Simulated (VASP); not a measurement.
# BeH2 (I-42d) in VASP: single point with r2SCAN

Aim: the single point of BeH2 with r2SCAN.

All numbers are computed with VASP 6.6.1; they aren't measurements. Logs are shortened: lines on timing, memory, paths and dates and some standing lists are left out, and cuts for length are marked.

## (1) The cell of the first run

It takes space group I-42d (No. 122, tetragonal). The conventional cell has a = 4.039 Å, b = 4.039 Å, c = 6.071 Å, α = 90.00°, β = 90.00°, γ = 90.00°. Be (site symmetry -4) has 4 H at 1.43 Å within 1.9 Å. H (site symmetry 2) has 2 Be at 1.43 Å within 1.9 Å.

## (2) Single point, r2SCAN

POSCAR reads:

```
BeH2
1.0
   -2.0195860877      2.0195860877      3.0355495803
    2.0195860877     -2.0195860877      3.0355495803
    2.0195860877      2.0195860877     -3.0355495803
Be H
2 4
Direct
    0.0000000000      0.0000000000      0.0000000000
    0.7500000000      0.2500000000      0.5000000000
    0.7088135335      0.1250000000      0.0838135335
    0.3750000000      0.2911864665      0.4161864665
    0.0411864665      0.6250000000      0.9161864665
    0.8750000000      0.9588135335      0.5838135335
```

INCAR.step1 reads:

```
SYSTEM = BeH2
  ALGO = Normal
  EDIFF = 1E-4
  ENCUT = 520
  GGA = PE
  ISMEAR = 0
  LASPH = .True.
  LCHARG = .False.
  LREAL = .False.
  LWAVE = .True.
  NBANDS = 13
  NELM = 80
  PREC = Accurate
  SIGMA = 0.02
```

INCAR.step2 reads:

```
SYSTEM = BeH2
  ALGO = Normal
  EDIFF = 1E-6
  ENCUT = 520
  ISIF = 2
  ISMEAR = 0
  ISTART = 1
  LASPH = .True.
  LCHARG = .False.
  LMIXTAU = .True.
  LREAL = .False.
  LWAVE = .False.
  METAGGA = R2SCAN
  NBANDS = 13
  NELM = 80
  PREC = Accurate
  SIGMA = 0.02
```

KPOINTS reads:

```
k-points
0
Gamma
  8 8 8
  0 0 0
```

Potentials or basis: VASP PAW PBE potentials, release 64 (Be, H).

Run with:

```sh
$ cat potpaw_PBE.64/Be/POTCAR potpaw_PBE.64/H/POTCAR > POTCAR
$ cp INCAR.step1 INCAR
$ mpirun -np 1 vasp_std > vasp.out
$ cp INCAR.step2 INCAR
$ mpirun -np 1 vasp_std > vasp.out
```

OUTCAR:

```text
SYSTEM = BeH2
   EDIFF = 1E-6
   ENCUT = 520
   ISIF = 2
   ISMEAR = 0
   ISTART = 1
   LASPH = .True.
   LREAL = .False.
   METAGGA = R2SCAN
   NELM = 80
   PREC = Accurate

 ion  position               nearest neighbor table
   1  0.000  0.000  0.000-   4 1.43   3 1.43   5 1.43   6 1.43
   2  0.750  0.250  0.500-   5 1.43   4 1.43   3 1.43   6 1.43
   3  0.709  0.125  0.084-   1 1.43   2 1.43
   4  0.375  0.291  0.416-   1 1.43   2 1.43
   5  0.041  0.625  0.916-   2 1.43   1 1.43
   6  0.875  0.959  0.584-   1 1.43   2 1.43

  LATTYP: Found a body centered tetragonal cell.
 ALAT       =     4.0391721754
 C/A-ratio  =     1.5030553037

  Lattice vectors:

 A1 = (  -2.0195860877,   2.0195860877,   3.0355495803)
 A2 = (   2.0195860877,  -2.0195860877,   3.0355495803)
 A3 = (   2.0195860877,   2.0195860877,  -3.0355495803)

Analysis of symmetry for initial positions (statically):
=====================================================================
 Subroutine PRICEL returns:
 Original cell was already a primitive cell.

 Routine SETGRP: Setting up the symmetry group for a
 body centered tetragonal supercell.

 Subroutine GETGRP returns: Found  8 space group operations
 (whereof  4 operations were pure point group operations)
 out of a pool of 16 trial point group operations.

The static configuration has the point symmetry S_4 .
 The point group associated with its full space group is D_2d.

Analysis of symmetry for dynamics (positions and initial velocities):
=====================================================================
 Subroutine PRICEL returns:
 Original cell was already a primitive cell.

 Routine SETGRP: Setting up the symmetry group for a
 body centered tetragonal supercell.

 Subroutine GETGRP returns: Found  8 space group operations
 (whereof  4 operations were pure point group operations)
 out of a pool of 16 trial point group operations.

The dynamic configuration has the point symmetry S_4 .
 The point group associated with its full space group is D_2d.

 Subroutine INISYM returns: Found  8 space group operations
 (whereof  4 operations are pure point group operations),
 and found     1 'primitive' translations

----------------------------------------------------------------------------------------

                                     Primitive cell

  volume of cell :      49.5247

  direct lattice vectors                    reciprocal lattice vectors
    -2.019586088  2.019586088  3.035549580     0.000000000  0.247575482  0.164714819
     2.019586088 -2.019586088  3.035549580     0.247575482  0.000000000  0.164714819
     2.019586088  2.019586088 -3.035549580     0.247575482  0.247575482  0.000000000

  length of vectors
     4.167975190  4.167975190  4.167975190     0.297362727  0.297362727  0.350124605

  position of ions in fractional coordinates (direct lattice)
     0.000000000  0.000000000  0.000000000
     0.750000000  0.250000000  0.500000000
     0.708813533  0.125000000  0.083813533
     0.375000000  0.291186467  0.416186467
     0.041186467  0.625000000  0.916186467
     0.875000000  0.958813533  0.583813533

  ion indices of the primitive-cell ions
   primitive index   ion index
                 1           1
                 2           2
                 3           3
                 4           4
                 5           5
                 6           6

----------------------------------------------------------------------------------------

 KPOINTS: k-points

Automatic generation of k-mesh.
 Grid dimensions read from file:
 generate k-points for:    8    8    8

 Generating k-lattice:

  Cartesian coordinates                     Fractional coordinates (reciprocal lattice)
     0.000000000  0.030946935  0.020589352     0.125000000  0.000000000  0.000000000
     0.030946935  0.000000000  0.020589352     0.000000000  0.125000000  0.000000000
     0.030946935  0.030946935  0.000000000     0.000000000  0.000000000  0.125000000

  Length of vectors
     0.037170341  0.037170341  0.043765576

  Shift w.r.t. Gamma in fractional coordinates (k-lattice)
     0.000000000  0.000000000  0.000000000

 Subroutine IBZKPT returns following result:
 ===========================================

 Found     59 irreducible k-points:

 Following reciprocal coordinates:
            Coordinates               Weight
  0.000000  0.000000  0.000000      1.000000
  0.125000 -0.000000  0.000000      8.000000
  0.250000 -0.000000  0.000000      8.000000
  0.375000 -0.000000  0.000000      8.000000
  0.500000 -0.000000  0.000000      4.000000
  0.125000  0.125000  0.000000      8.000000
[... 16 lines left out ...]
  0.250000  0.125000  0.125000     16.000000
  0.375000  0.125000  0.125000      8.000000
 [... further k-points ...]
   k-points           NKPTS =     59   k-points in BZ     NKDIM =     59   number of bands    NBANDS=     13
   number of dos      NEDOS =    301   number of ions     NIONS =      6
   total plane-waves  NPLWV =  32768
   dimension x,y,z NGX =    32 NGY =   32 NGZ =   32
   dimension x,y,z NGXF=    64 NGYF=   64 NGZF=   64
   ions per type =               2   4
   NGX,Y,Z   is equivalent  to a cutoff of  12.76, 12.76, 12.76 a.u.
   NGXF,Y,Z  is equivalent  to a cutoff of  25.53, 25.53, 25.53 a.u.
 SYSTEM =  BeH2
   PREC   = accura    normal or accurate (medium, high low for compatibility)
   ISTART =      1    job   : 0-new  1-cont  2-samecut
   ICHARG =      0    charge: 1-file 2-atom 10-const
   ISPIN  =      1    spin polarized calculation?
   LNONCOLLINEAR =      F non collinear calculations
   LSORBIT =      F    spin-orbit coupling
   LASPH  =      T    aspherical Exc in radial PAW
   ENCUT  =  520.0 eV  38.22 Ry    6.18 a.u.   7.75  7.75  7.75*2*pi/ulx,y,z
   NELM   =     80;   NELMIN=  2; NELMDL=  0     # of ELM steps
   EDIFF  = 0.1E-05   stopping-criterion for ELM
   LREAL  =      F    real-space projection
   EDIFFG = 0.1E-04   stopping-criterion for IOM
   NSW    =      0    number of steps for IOM
   IBRION =     -1    ionic relax: 0-MD 1-quasi-New 2-CG
   NFREE  =      0    steps in history (QN), initial steepest desc. (CG)
   ISIF   =      2    stress and relaxation
   ISYM   =      2    0-nonsym 1-usesym 2-fastsym
   POTIM  = 0.5000    time-step for ionic-motion
   TEBEG  =    0.0;   TEEND  =   0.0 temperature during run
   PSTRESS=    0.0 pullay stress
   NELECT =       8.0000    total number of electrons
   NUPDOWN=      -1.0000    fix difference up-down
   EMIN   =  10.00;   EMAX   =-10.00  energy-range for DOS
   EFERMI =   0.00;   METHOD = LEGACY
   ISMEAR =     0;   SIGMA  =   0.02  broadening in eV -4-tet -1-fermi 0-gaus
   EFERMI_NEDOS =   21; number of points for ismear=-14 and -15
   IALGO  =     38    algorithm
   IMIX   =      4    mixing-type and parameters
     AMIX     =   0.40;   BMIX     =  1.00
     AMIX_MAG =   1.60;   BMIX_MAG =  1.00
  volume/ion in A,a.u.               =       8.25        55.70
  Fermi-wavevector in a.u.,A,eV,Ry     =   0.891588  1.684857 10.815664  0.794929
  Thomas-Fermi vector in A             =   2.013427
   LORBIT       =      0    0 simple, 1 ext, 2 COOP (PROOUT), +10 PAW based schemes
   METAGGA = R2SCAN    functional components
   LHFCALC =     F    Hartree Fock is set to
   AEXX    =    0.0000 exact exchange contribution
   IVDW    =     0    specifies the selected vdW correction
   LEPSILON=     F    determine dielectric tensor
   LRPA    =     F    only Hartree local field effects (RPA)
 non-spin polarized calculation
 Gauss-broadening in eV      SIGMA  =   0.02
  energy-cutoff  :      520.00
  volume of cell :       49.52
 maximum number of plane-waves:      1356
   NGX = 15   NGY = 15   NGZ = 15

 number of electron       8.0000000 magnetization

 Free energy of the ion-electron system (eV)
  ---------------------------------------------------
  ext. energy  EPLUGINS =         0.00000000
  ---------------------------------------------------
  free energy    TOTEN  =       -23.00801870 eV

  energy without entropy =      -23.00801870  energy(sigma->0) =      -23.00801870

 E-fermi :  -1.9280     XC(G=0):  -8.1635

 val. band max:       -2.0840967152   @ k =   0.0000   0.0000   0.0000
 cond. band min:       3.0938557356   @ k =  -0.3750   0.3750   0.0000
 fundamental gap:      5.1779524508
 Fermi energy:        -1.9279731252

 k-point     1 :       0.0000    0.0000    0.0000
  band No.  band energies     occupation
      1      -9.3145      2.00000
      2      -3.0406      2.00000
      3      -3.0406      2.00000
      4      -2.0841      2.00000
      5       4.7904      0.00000
      6       4.7905      0.00000
      7       5.6854      0.00000
      8       7.6499      0.00000
      9       8.5162      0.00000
     10       9.5373      0.00000
     11      11.4241      0.00000
     12      13.0886      0.00000
     13      13.0886      0.00000

 k-point     2 :       0.1250   -0.0000    0.0000
  band No.  band energies     occupation
      1      -9.1586      2.00000
      2      -3.3122      2.00000
      3      -3.1544      2.00000
      4      -2.2553      2.00000
      5       4.6194      0.00000
      6       4.8760      0.00000
      7       6.0897      0.00000
      8       7.6571      0.00000
      9       8.5459      0.00000
     10       9.9515      0.00000
     11      10.8319      0.00000
     12      12.6146      0.00000
     13      13.6859      0.00000

 k-point     3 :       0.2500   -0.0000    0.0000
  band No.  band energies     occupation
      1      -8.7030      2.00000
      2      -4.1902      2.00000
      3      -3.3260      2.00000
      4      -2.5747      2.00000
      5       4.6506      0.00000
      6       5.0303      0.00000
      7       6.5387      0.00000
      8       7.5038      0.00000
      9       9.1624      0.00000
     10      10.3226      0.00000
     11      10.8129      0.00000
     12      12.5920      0.00000
     13      15.5690      0.00000

 k-point     4 :       0.3750   -0.0000    0.0000
  band No.  band energies     occupation
      1      -8.0069      2.00000
      2      -5.3327      2.00000
      3      -3.4034      2.00000
      4      -2.8913      2.00000
      5       4.7788      0.00000
      6       5.1034      0.00000
      7       6.5560      0.00000
      8       8.0571      0.00000
      9       9.6116      0.00000
     10      10.6773      0.00000
     11      11.5693      0.00000
     12      12.9827      0.00000
     13      13.7432      0.00000

 k-point     5 :       0.5000   -0.0000    0.0000
  band No.  band energies     occupation
      1      -7.4659      2.00000
      2      -6.0523      2.00000
      3      -3.3950      2.00000
      4      -3.0501      2.00000
      5       4.8968      0.00000
      6       5.0060      0.00000
      7       6.4984      0.00000
      8       8.9123      0.00000
      9       9.5236      0.00000
     10      10.7918      0.00000
     11      11.8712      0.00000
     12      12.6793      0.00000
     13      14.1210      0.00000
[... 257 lines left out ...]
 k-point    22 :       0.1250    0.1250    0.1250
  band No.  band energies     occupation
      1      -8.2943      2.00000
      2      -4.3192      2.00000
      3      -3.8383      2.00000
      4      -2.9247      2.00000
      5       4.0115      0.00000
      6       5.1115      0.00000
      7       6.0535      0.00000
      8       8.0180      0.00000
      9      10.2491      0.00000
     10      10.9039      0.00000
     11      11.9300      0.00000
     12      13.7253      0.00000
     13      14.5588      0.00000

 k-point    23 :       0.2500    0.1250    0.1250
  band No.  band energies     occupation
      1      -7.6178      2.00000
      2      -5.1731      2.00000
      3      -4.0465      2.00000
      4      -3.2561      2.00000
      5       4.3558      0.00000
      6       4.9308      0.00000
      7       6.1878      0.00000
      8       8.5244      0.00000
      9       9.6411      0.00000
     10      11.3593      0.00000
     11      12.9569      0.00000
     12      13.4645      0.00000
     13      14.8711      0.00000

 k-point    24 :       0.3750    0.1250    0.1250
  band No.  band energies     occupation
      1      -7.0915      2.00000
      2      -5.8146      2.00000
      3      -4.0643      2.00000
      4      -3.4190      2.00000
      5       4.5246      0.00000
      6       4.7337      0.00000
      7       7.2371      0.00000
      8       7.7993      0.00000
      9       8.9443      0.00000
     10      12.5886      0.00000
     11      12.8663      0.00000
     12      13.2302      0.00000
     13      15.8319      0.00000

 [... further k-points ...]

------------------------ aborting loop because EDIFF is reached ----------------------------------------

  FORCE on cell =-STRESS in cart. coord.  units (eV):
  Direction    XX          YY          ZZ          XY          YZ          ZX
  --------------------------------------------------------------------------------------
  -------------------------------------------------------------------------------------
  Total       -0.2331155     -0.2331155     -0.1716818      0.0000000      0.0000000      0.0000000
  in kB       -7.5415325     -7.5415325     -5.5540883      0.0000000      0.0000000      0.0000000
  external PRESSURE =      -6.8790511 kB  Pullay stress =       0.0000000 kB

 VOLUME and BASIS-vectors are now :
 -----------------------------------------------------------------------------
  energy-cutoff  :      520.00
  volume of cell :       49.52
      direct lattice vectors                 reciprocal lattice vectors
    -2.019586088  2.019586088  3.035549580     0.000000000  0.247575482  0.164714819
     2.019586088 -2.019586088  3.035549580     0.247575482  0.000000000  0.164714819
     2.019586088  2.019586088 -3.035549580     0.247575482  0.247575482  0.000000000

 POSITION                                       TOTAL-FORCE (eV/Angst)
 -----------------------------------------------------------------------------------
      0.00000      0.00000      0.00000        -0.000000      0.000000      0.000000
      0.00000      2.01959      1.51777         0.000000      0.000000      0.000000
     -1.00979      1.34833      2.27666        -0.000000      0.018219      0.000000
      0.67126      1.00979      0.75889        -0.018219      0.000000      0.000000
      3.02938      0.67126     -0.75889         0.000000     -0.018219      0.000000
      1.34833      1.00979      3.79444         0.018219     -0.000000      0.000000
 -----------------------------------------------------------------------------------
    total drift:                                0.000000      0.000000      0.000000

  FREE ENERGIE OF THE ION-ELECTRON SYSTEM (eV)
  ---------------------------------------------------
  free  energy   TOTEN  =       -23.0080187033 eV

  energy  without entropy=      -23.0080187033  energy(sigma->0) =      -23.00801870
```

It took 76 s on 1 thread of Intel Xeon Platinum 8259CL at 2.50GHz (Skylake/Cascade Lake), shared host; peak memory 0.19 GiB.

What came out:

```
Free energy            : -23.0080 eV
Pressure               : -0.7 GPa
Largest force          : 0.018 eV/Å
Band gap on the k mesh : 5.18 eV (least direct gap 6.40 eV)
```

Forces in eV/Å, atoms in the order of the input:
```
Be   0.000  0.000  0.000
Be   0.000  0.000  0.000
H    0.000  0.018  0.000
H   -0.018  0.000  0.000
H    0.000 -0.018  0.000
H    0.018  0.000  0.000
```

Caveat: the PAW data sets were made with another functional, which shifts forces and pressure a little. A k mesh can miss the band edges.
